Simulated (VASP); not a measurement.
# Si2W (I4/mmm) in VASP: further runs

Si2W is run at these levels: PBE; tasks: single point.

All numbers are computed with VASP 6.6.1; they aren't measurements. Logs are shortened: lines on timing, memory, paths and dates and some standing lists are left out, and cuts for length are marked.

**1. The cell of the first run**

Symmetry: I4/mmm, No. 139, tetragonal system. The conventional cell has a = 3.229 Å, b = 3.229 Å, c = 7.867 Å, α = 90.00°, β = 90.00°, γ = 90.00°. Si (site symmetry 4mm) has 9 Si at 2.60 to 3.23 Å and 5 W at 2.63 Å within 3.4 Å. W (site symmetry 4/mmm) has 10 Si at 2.63 Å and 4 W at 3.23 Å within 3.5 Å.

**2. Single point, PBE**

Contents of INCAR:

```
SYSTEM = Si2W
ALGO = Normal
EDIFF = 1E-7
ENCUT = 520
GGA = PE
ISIF = 2
ISMEAR = 0
LASPH = .True.
LCHARG = .False.
LREAL = Auto
LWAVE = .False.
NBANDS = 68
NELM = 60
PREC = Accurate
SIGMA = 0.1
```

Contents of KPOINTS:

```
k-points
0
Gamma
  1 1 1
  0 0 0
```

Contents of POSCAR:

```
Si2W
1.0
    1.6144976578      4.8434929734     -3.9334139019
   -4.8434929734      1.6144976578      3.9334139019
    4.8434929734     -1.6144976578      3.9334139019
Si W
10 5
Direct
    0.4000000000      0.9345744058      0.1345744058
    0.6000000000      0.7345744058      0.5345744058
    0.0000000000      0.3345744058      0.3345744058
    0.8000000000      0.5345744058      0.9345744058
    0.2000000000      0.1345744058      0.7345744058
    0.4000000000      0.2654255942      0.4654255942
    0.6000000000      0.0654255942      0.8654255942
    0.0000000000      0.6654255942      0.6654255942
    0.8000000000      0.8654255942      0.2654255942
    0.2000000000      0.4654255942      0.0654255942
    1.0000000000      0.0000000000      0.0000000000
    0.2000000000      0.8000000000      0.4000000000
    0.6000000000      0.4000000000      0.2000000000
    0.4000000000      0.6000000000      0.8000000000
    0.8000000000      0.2000000000      0.6000000000
```

Potentials or basis: VASP PAW PBE potentials, release 64 (Si, W_sv).

Command:

```bash
$ cat potpaw_PBE.64/Si/POTCAR potpaw_PBE.64/W_sv/POTCAR > POTCAR
$ mpirun -np 1 vasp_gam > vasp.out
```

OUTCAR:

```text
SYSTEM = Si2W
   EDIFF = 1E-7
   ENCUT = 520
   GGA = PE
   ISIF = 2
   ISMEAR = 0
   LASPH = .True.
   LREAL = Auto
   NELM = 60
   PREC = Accurate

 ion  position               nearest neighbor table
   1  0.400  0.935  0.135-   6 2.60  12 2.63  11 2.63  13 2.63  15 2.63  14 2.63   9 2.64   8 2.64
                            10 2.64   7 2.64
   2  0.600  0.735  0.535-   7 2.60  14 2.63  12 2.63  11 2.63  15 2.63  13 2.63   6 2.64   9 2.64
                             8 2.64  10 2.64
   3  0.000  0.335  0.335-   8 2.60  12 2.63  13 2.63  14 2.63  15 2.63  11 2.63   6 2.64  10 2.64
                             7 2.64   9 2.64
   4  0.800  0.535  0.935-   9 2.60  11 2.63  14 2.63  13 2.63  12 2.63  15 2.63   6 2.64   8 2.64
                             7 2.64  10 2.64
   5  0.200  0.135  0.735-  10 2.60  14 2.63  13 2.63  15 2.63  11 2.63  12 2.63   6 2.64   9 2.64
                             7 2.64   8 2.64
   6  0.400  0.265  0.465-   1 2.60  13 2.63  11 2.63  15 2.63  12 2.63  14 2.63   2 2.64   5 2.64
                             3 2.64   4 2.64
   7  0.600  0.065  0.865-   2 2.60  15 2.63  12 2.63  14 2.63  11 2.63  13 2.63   5 2.64   3 2.64
                             4 2.64   1 2.64
   8  0.000  0.665  0.665-   3 2.60  13 2.63  14 2.63  15 2.63  12 2.63  11 2.63   2 2.64   4 2.64
                             1 2.64   5 2.64
   9  0.800  0.865  0.265-   4 2.60  13 2.63  14 2.63  12 2.63  11 2.63  15 2.63   2 2.64   5 2.64
[... 20 lines left out ...]
 A1 = (   4.8434929734,  -1.6144976578,  -3.9334139019)
 A2 = (  -4.8434929734,   1.6144976578,  -3.9334139019)
 A3 = (   1.6144976578,   4.8434929734,   3.9334139019)

Analysis of symmetry for initial positions (statically):
=====================================================================
 Subroutine PRICEL returns following result:

  LATTYP: Found a body centered tetragonal cell.
 ALAT       =     3.2289953156
 C/A-ratio  =     2.4363082120

  Lattice vectors:

 A1 = (   1.6144976578,  -1.6144976578,  -3.9334139019)
 A2 = (  -1.6144976578,   1.6144976578,  -3.9334139019)
 A3 = (   1.6144976578,   1.6144976578,   3.9334139019)

   5 primitive cells build up your supercell.

 Routine SETGRP: Setting up the symmetry group for a
 body centered tetragonal supercell.

 Subroutine GETGRP returns: Found  8 space group operations
 (whereof  8 operations were pure point group operations)
 out of a pool of 16 trial point group operations.

The static configuration has the point symmetry C_4h.

Analysis of symmetry for dynamics (positions and initial velocities):
=====================================================================
 Subroutine PRICEL returns following result:
[... 118 lines left out ...]
     AMIX_MAG =   1.60;   BMIX_MAG =  1.00
  volume/ion in A,a.u.               =      13.67        92.25
  Fermi-wavevector in a.u.,A,eV,Ry     =   1.330192  2.513698 24.074284  1.769410
  Thomas-Fermi vector in A             =   2.459297
   LORBIT       =      0    0 simple, 1 ext, 2 COOP (PROOUT), +10 PAW based schemes
   GGA     = PE    functional components
   LHFCALC =     F    Hartree Fock is set to
   AEXX    =    0.0000 exact exchange contribution
   IVDW    =     0    specifies the selected vdW correction
   LEPSILON=     F    determine dielectric tensor
   LRPA    =     F    only Hartree local field effects (RPA)
 non-spin polarized calculation
 Gauss-broadening in eV      SIGMA  =   0.10
  energy-cutoff  :      520.00
  volume of cell :      205.06
 maximum number of plane-waves:      2750
 NGX is ok and might be reduce to    48

 number of electron     110.0000000 magnetization

 Free energy of the ion-electron system (eV)
  ---------------------------------------------------
  ext. energy  EPLUGINS =         0.00000000
  ---------------------------------------------------
  free energy    TOTEN  =      -120.84371540 eV

  energy without entropy =     -120.84371408  energy(sigma->0) =     -120.84371474

 E-fermi :  12.8578     XC(G=0): -12.4459

 val. band max:       12.5205319835   @ k =   0.0000   0.0000   0.0000
 cond. band min:      13.2143786523   @ k =   0.0000   0.0000   0.0000
 fundamental gap:      0.6938466688
 Fermi energy:        12.8578379715

 k-point     1 :       0.0000    0.0000    0.0000
  band No.  band energies     occupation
      1     -61.7409      2.00000
      2     -61.7319      2.00000
      3     -61.7319      2.00000
      4     -61.7319      2.00000
      5     -61.7319      2.00000
      6     -26.2034      2.00000
[... 59 lines left out ...]
     66      14.4751      0.00000
     67      14.4753      0.00000
 [bands above 67 left out]

------------------------ aborting loop because EDIFF is reached ----------------------------------------

  FORCE on cell =-STRESS in cart. coord.  units (eV):
  Direction    XX          YY          ZZ          XY          YZ          ZX
  --------------------------------------------------------------------------------------
  -------------------------------------------------------------------------------------
  Total        8.8723241      8.8723241     -5.4236303     -0.0000010      0.0000000      0.0000000
  in kB       69.3223854     69.3223854    -42.3766069     -0.0000081      0.0000000      0.0000000
  external PRESSURE =      32.0893880 kB  Pullay stress =       0.0000000 kB

 VOLUME and BASIS-vectors are now :
 -----------------------------------------------------------------------------
  energy-cutoff  :      520.00
  volume of cell :      205.06
      direct lattice vectors                 reciprocal lattice vectors
     1.614497658  4.843492973 -3.933413902     0.061938771  0.185816312  0.000000000
    -4.843492973  1.614497658  3.933413902    -0.061938771  0.123877541  0.127116040
     4.843492973 -1.614497658  3.933413902     0.123877541  0.061938771  0.127116040

 POSITION                                       TOTAL-FORCE (eV/Angst)
 -----------------------------------------------------------------------------------
     -3.22900      3.22900      2.63204         0.000000      0.000000     -0.828358
      0.00000      3.22900      2.63204         0.000000      0.000000     -0.828358
      0.00000      0.00000      2.63204         0.000000      0.000000     -0.828358
      3.22900      3.22900      2.63204         0.000000      0.000000     -0.828358
      3.22900      0.00000      2.63204         0.000000      0.000000     -0.828358
      1.61450      1.61450      1.30137         0.000000      0.000000      0.828358
      4.84349      1.61450      1.30137         0.000000      0.000000      0.828358
      0.00000      0.00000      5.23479         0.000000      0.000000      0.828358
     -1.61450      4.84349      1.30137         0.000000      0.000000      0.828358
     -1.61450      1.61450      1.30137         0.000000      0.000000      0.828358
      0.00000      0.00000      0.00000         0.000000     -0.000000     -0.000000
     -1.61450      1.61450      3.93341         0.000000     -0.000000     -0.000000
      0.00000      3.22900      0.00000        -0.000000     -0.000000     -0.000000
      1.61450      1.61450      3.93341        -0.000000     -0.000000     -0.000000
      3.22900      3.22900      0.00000        -0.000000      0.000000     -0.000000
 -----------------------------------------------------------------------------------
    total drift:                               -0.000000     -0.000000      0.000000

  FREE ENERGIE OF THE ION-ELECTRON SYSTEM (eV)
  ---------------------------------------------------
  free  energy   TOTEN  =      -120.8437154037 eV

  energy  without entropy=     -120.8437140775  energy(sigma->0) =     -120.84371474
```

OSZICAR:

```text
N       E                     dE             d eps       ncg     rms          rms(c)
DAV:   1     0.137571564205E+04    0.13757E+04   -0.63525E+04   144   0.172E+03
DAV:   2    -0.423289907830E+01   -0.13799E+04   -0.13321E+04   152   0.507E+02
DAV:   3    -0.118311133120E+03   -0.11408E+03   -0.10532E+03   168   0.129E+02
DAV:   4    -0.123827585279E+03   -0.55165E+01   -0.53519E+01   168   0.232E+01
DAV:   5    -0.123950224373E+03   -0.12264E+00   -0.12091E+00   176   0.364E+00    0.546E+01
DAV:   6    -0.121320265683E+03    0.26300E+01   -0.15765E+01   168   0.150E+01    0.205E+01
DAV:   7    -0.120958454546E+03    0.36181E+00   -0.20684E+00   168   0.424E+00    0.104E+01
DAV:   8    -0.120844118829E+03    0.11434E+00   -0.35039E-01   160   0.258E+00    0.634E-01
DAV:   9    -0.120843988621E+03    0.13021E-03   -0.18711E-02   176   0.472E-01    0.517E-01
DAV:  10    -0.120843763313E+03    0.22531E-03   -0.26312E-03   168   0.257E-01    0.136E-01
DAV:  11    -0.120843722410E+03    0.40904E-04   -0.25814E-04   164   0.816E-02    0.465E-02
DAV:  12    -0.120843716149E+03    0.62607E-05   -0.12483E-05   184   0.149E-02    0.853E-03
DAV:  13    -0.120843715877E+03    0.27149E-06   -0.97858E-07   148   0.397E-03    0.227E-03
DAV:  14    -0.120843715375E+03    0.50238E-06   -0.21020E-07   120   0.146E-03    0.758E-04
DAV:  15    -0.120843715404E+03   -0.28580E-07   -0.16609E-08   100   0.606E-04
   1 F= -.12084372E+03 E0= -.12084371E+03  d E =-.132619E-05
```

stdout:

```text
POSCAR found type information on POSCAR SiW
 POSCAR found :  2 types and      15 ions
 scaLAPACK will be used
 LDA part: xc-table for (Slater+PW92), standard interpolation
 POSCAR, INCAR and KPOINTS ok, starting setup
 FFT: planning ... GRIDC
 FFT: planning ... GRID_SOFT
 FFT: planning ... GRID
 WAVECAR not read
 entering main loop
```

Wall time 43 s (1 thread of AMD EPYC 7R43 (Zen 3), shared host); peak memory 0.26 GiB.

Results:

- Free energy: -120.8437 eV
- Pressure: 3.2 GPa
- Largest force: 0.828 eV/Å
- Band gap on the k mesh: 0.69 eV

Forces on the atoms (eV/Å):
```
Si   0.000  0.000 -0.828
Si   0.000  0.000 -0.828
Si   0.000  0.000 -0.828
Si   0.000  0.000 -0.828
Si   0.000  0.000 -0.828
Si   0.000  0.000  0.828
Si   0.000  0.000  0.828
Si   0.000  0.000  0.828
Si   0.000  0.000  0.828
Si   0.000  0.000  0.828
W    0.000  0.000  0.000
W    0.000  0.000  0.000
W    0.000  0.000  0.000
W    0.000  0.000  0.000
W    0.000  0.000  0.000
```

Stress tensor (GPa, compression positive):
```
 6.93  0.00  0.00
 0.00  6.93  0.00
 0.00  0.00 -4.24
```

Levels at points of the mesh, in eV from the valence-band top:
```tsv
k point	band 53	band 54	band 55	band 56	band 57	band 58
(0.00, 0.00, 0.00)	-1.94	-1.94	0.00	0.69	0.69	0.69
```

Caveat: the k points lie up to 1.23 Å⁻¹ apart; spin-orbit coupling is left out, which moves the levels of the heavy elements.

**3. Single point, PBE**

This run uses another cell than the first one: it holds 3 atoms, not 15.

Contents of INCAR:

```
SYSTEM = Si2W
PREC = Accurate ; ENCUT = 520
EDIFF = 1E-7 ; ISMEAR = 0
SIGMA = 0.1 ; LREAL = .FALSE.
LASPH = .TRUE. ; NELM = 100
ALGO = Normal ; ISIF = 2
LWAVE = .FALSE. ; LCHARG = .FALSE.
GGA = PE ; NBANDS = 18
```

Contents of KPOINTS:

```
Automatic mesh
0
G
  8 8 8
  0 0 0
```

Contents of POSCAR:

```
Si2W
1.0
   -1.6060000000      1.6060000000      3.9400000000
    1.6060000000     -1.6060000000      3.9400000000
    1.6060000000      1.6060000000     -3.9400000000
Si W
2 1
Direct
    0.3330000000      0.3330000000      0.0000000000
    0.6670000000      0.6670000000      0.0000000000
    0.0000000000      0.0000000000      0.0000000000
```

Potentials or basis: VASP PAW PBE potentials, release 64 (Si, W_sv).

Command:

```bash
$ cat potpaw_PBE.64/Si/POTCAR potpaw_PBE.64/W_sv/POTCAR > POTCAR
$ mpirun -np 1 vasp_std > vasp.out
```

Run time: 22 s. Hardware: 1 thread of Intel Xeon 6975P-C (Granite Rapids), shared host; peak memory 0.22 GiB.

The run converged. Its results:

```yaml
Free_energy: -24.8085 eV
Pressure: 1.8 GPa
Largest_force: 0.246 eV/Å
Band_gap_on_the_k_mesh: zero (band 11 reaches 12.67 eV, above the bottom of band 12 at 11.40 eV)
```

Forces in eV/Å, atoms in the order of the input:
```
Si   0.000  0.000  0.246
Si   0.000  0.000 -0.246
W    0.000  0.000  0.000
```

Stress tensor (GPa, compression positive):
```
 2.78  0.00  0.00
 0.00  2.78  0.00
 0.00  0.00 -0.23
```

Levels at points of the mesh, in eV from the Fermi level:
```
           k point  band 9  band 10  band 11  band 12  band 13  band 14
(0.00, 0.00, 0.00)   -2.75    -2.75     0.78     2.77     2.98     3.29
(0.50, 0.00, 0.00)   -2.69    -2.60    -0.33     2.83     2.84     4.02
(0.50, 0.50, 0.00)   -4.94    -3.17    -1.59     2.72     3.10     3.23
(0.50, 0.50, 0.50)   -0.76    -0.76    -0.41    -0.41     0.96     4.41
```

Caveat: spin-orbit coupling is left out, which moves the levels of the heavy elements.

**4. Single point, PBE**

This run uses another cell than the first one: it holds 6 atoms, not 15.

Contents of INCAR:

```
ALGO = Normal
EDIFF = 1E-6
ENCUT = 520
GGA = PE
ISIF = 2
ISMEAR = 0
LASPH = T
LCHARG = F
LREAL = F
LWAVE = F
NBANDS = 31
NELM = 60
PREC = Accurate
SIGMA = 0.15
```

Contents of KPOINTS:

```
k-points
0
Gamma
  10 10 4
```

Contents of POSCAR:

```
Si2W
1.0
    0.0000000000     -3.2289953160      0.0000000000
   -3.2289953160      0.0000000000      0.0000000000
    0.0000000000      0.0000000000     -7.8668278241
Si W
4 2
Direct
    0.0000000000      0.0000000000      0.6654255943
    0.5000000000      0.5000000000      0.1654255943
    0.0000000000      0.0000000000      0.3345744057
    0.5000000000      0.5000000000      0.8345744057
    0.5000000000      0.5000000000      0.5000000000
    0.0000000000      1.0000000000      1.0000000000
```

Command:

```bash
$ cat potpaw_PBE.64/Si/POTCAR potpaw_PBE.64/W_sv/POTCAR > POTCAR
$ mpirun -np 1 vasp_std > vasp.out
```

Wall time 72 s (1 thread of AMD EPYC 9R14 (Zen 4), shared host); peak memory 0.23 GiB.

It converged, with:

```
Free energy            : -49.6328 eV
Pressure               : 0.1 GPa
Largest force          : 0.010 eV/Å
Band gap on the k mesh : zero (band 22 reaches 12.45 eV, above the bottom of band 23 at 11.19 eV)
```

Forces in eV/Å, atoms in the order of the input:
```
Si   0.000  0.000 -0.010
Si   0.000  0.000 -0.010
Si   0.000  0.000  0.010
Si   0.000  0.000  0.010
W    0.000  0.000  0.000
W    0.000  0.000  0.000
```

Levels at points of the mesh, in eV from the Fermi level:
| k point | band 20 | band 21 | band 22 | band 23 | band 24 | band 25 |
| --- | --- | --- | --- | --- | --- | --- |
| (0.00, 0.00, 0.00) | -0.83 | -0.47 | -0.47 | 0.62 | 0.80 | 2.67 |
| (0.50, 0.00, 0.00) | -2.59 | -0.66 | -0.66 | 2.15 | 2.15 | 2.93 |
| (0.50, 0.50, 0.00) | -3.18 | -1.74 | -1.74 | 2.75 | 2.75 | 2.93 |
| (0.00, 0.00, 0.50) | -2.23 | 0.71 | 0.71 | 1.49 | 1.49 | 1.55 |
| (0.50, 0.00, 0.50) | -2.70 | -0.40 | -0.40 | 2.67 | 2.67 | 2.77 |
| (0.50, 0.50, 0.50) | -2.38 | -2.38 | -2.38 | 0.05 | 0.05 | 2.93 |

Caveat: spin-orbit coupling is left out, which moves the levels of the heavy elements.

**5. Single point, PBE**

This run uses another cell than the first one: it holds 3 atoms, not 15.

Contents of INCAR:

```
  PREC = Accurate
  ENCUT = 520
  EDIFF = 1E-6
  ISMEAR = 0
  SIGMA = 0.1
  LREAL = False
  LASPH = True
  NELM = 80
  ALGO = Normal
  ISIF = 2
  LWAVE = False
  LCHARG = False
  GGA = PE
  NBANDS = 18
```

Contents of KPOINTS:

```
Automatic mesh
0
Gamma
  18 18 18
```

Contents of POSCAR:

```
Si2W
1.0
   -1.6144976580      1.6144976580      3.9334139120
    1.6144976580     -1.6144976580      3.9334139120
    1.6144976580      1.6144976580     -3.9334139120
Si W
2 1
Direct
    0.3345744057      0.3345744057      0.0000000000
    0.6654255943      0.6654255943      0.0000000000
    0.0000000000      0.0000000000      0.0000000000
```

Command:

```bash
$ cat potpaw_PBE.64/Si/POTCAR potpaw_PBE.64/W_sv/POTCAR > POTCAR
$ mpirun -np 1 vasp_std > vasp.out
```

It took 5.2 min on 1 thread of AMD EPYC 9R14 (Zen 4), shared host; peak memory 0.43 GiB.

The run converged. Its results:

```
Free energy            : -24.8157 eV
Pressure               : 0.1 GPa
Largest force          : 0.004 eV/Å
Band gap on the k mesh : zero (band 11 reaches 12.49 eV, above the bottom of band 12 at 11.24 eV)
```

Forces on the atoms (eV/Å):
```
Si   0.000  0.000 -0.004
Si   0.000  0.000  0.004
W    0.000  0.000  0.000
```

Levels at points of the mesh, in eV from the Fermi level:
| k point | band 7 | band 8 | band 9 | band 10 | band 11 | band 12 | band 13 | band 14 | band 15 | band 16 |
| --- | --- | --- | --- | --- | --- | --- | --- | --- | --- | --- |
| (0.00, 0.00, 0.00) | -3.76 | -3.25 | -2.81 | -2.81 | 0.60 | 2.65 | 2.98 | 3.03 | 3.03 | 4.55 |
| (0.50, 0.00, 0.00) | -5.68 | -4.82 | -2.75 | -2.71 | -0.42 | 2.65 | 2.75 | 3.90 | 4.31 | 5.07 |
| (0.50, 0.50, 0.00) | -5.95 | -5.50 | -4.96 | -3.19 | -1.76 | 2.73 | 2.91 | 3.06 | 3.85 | 4.31 |
| (0.50, 0.50, 0.50) | -3.76 | -2.54 | -0.85 | -0.85 | -0.49 | -0.49 | 0.78 | 4.44 | 4.73 | 6.14 |

Caveat: spin-orbit coupling is left out, which moves the levels of the heavy elements.

**6. Summary**

```tsv
cell	k mesh	smearing	gap on the mesh (eV)	pressure (GPa)	largest force (eV/Å)
a = 6.445 Å, angles 104.8, 111.9, 111.9°, 15 atoms	1 × 1 × 1	gaussian 0.1 eV	0.69	3.2	0.83
a = 4.548 Å, angles 138.6, 138.6, 59.9°, 3 atoms	8 × 8 × 8	gaussian 0.1 eV	none	1.8	0.25
a = 3.229, b = 3.229, c = 7.867 Å, 6 atoms	10 × 10 × 4	gaussian 0.15 eV	none	0.1	0.01
a = 4.548 Å, angles 138.4, 138.4, 60.3°, 3 atoms	18 × 18 × 18	gaussian 0.1 eV	none	0.1	-
```

Alike in all rows: task single point; level PBE; potentials or basis VASP PAW PBE potentials, release 64 (Si, W_sv); no spin polarisation; cutoff (eV) 520.

Caveats: some runs use coarse meshes; spin-orbit coupling is left out, which moves the levels of the heavy elements.

Total energies depend on the potentials used, so only differences within one code and one set of settings carry meaning.
